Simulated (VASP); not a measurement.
Input of a VASP 6.6.1 run:

The input INCAR:

```
ALGO = Normal
DIPOL = 0.5 0.5 0.625
EDIFF = 1E-6
ENCUT = 400
GGA = PE
GGA_COMPAT = F
IDIPOL = 3
ISIF = 2
ISMEAR = 0
IVDW = 12
LASPH = T
LCHARG = F
LDIPOL = T
LREAL = F
LWAVE = F
NBANDS = 24
NELM = 120
NELMDL = -8
PREC = Accurate
SIGMA = 0.04
```

KPOINTS

```
k-points
0
Gamma
  6 6 1
```

POSCAR

```
Sb
1.0
    7.0829119434      0.0000000000      0.0000000000
   -3.5414559717      6.1339816757      0.0000000000
    0.0000000000      0.0000000000     22.3100000000
Sb
6
Direct
    0.6666670000      0.6666670000      0.5880936205
    0.3400533555      0.9965512031      0.5877009561
    1.0111509259      0.3354869876      0.5875683948
    0.3389264231      0.3290593460      0.6618395087
    1.0028047230      0.6656816242      0.6606121616
    0.6761904096      1.0039383473      0.6616135328
```

Potentials or basis: VASP PAW PBE potentials, release 64 (Sb).

Command:

```sh
$ cat potpaw_PBE.64/Sb/POTCAR > POTCAR
$ mpirun -np 1 vasp_std > vasp.out
```

Task: Predict the largest force.

Result: 0.152 eV/Å.

Task: What does it give for the band gap on the k mesh?

Result: 1.22 eV.

Task: Predict the dispersion energy per atom.

Result: -0.234 eV.

Forces in eV/Å, atoms in the order of the input:
```
Sb   0.104 -0.021 -0.109
Sb  -0.032  0.086 -0.095
Sb  -0.070 -0.066 -0.093
Sb  -0.005  0.024  0.089
Sb   0.023 -0.006  0.113
Sb  -0.019 -0.018  0.094
```

Caveat: spin-orbit coupling is left out, which moves the levels of the heavy elements.
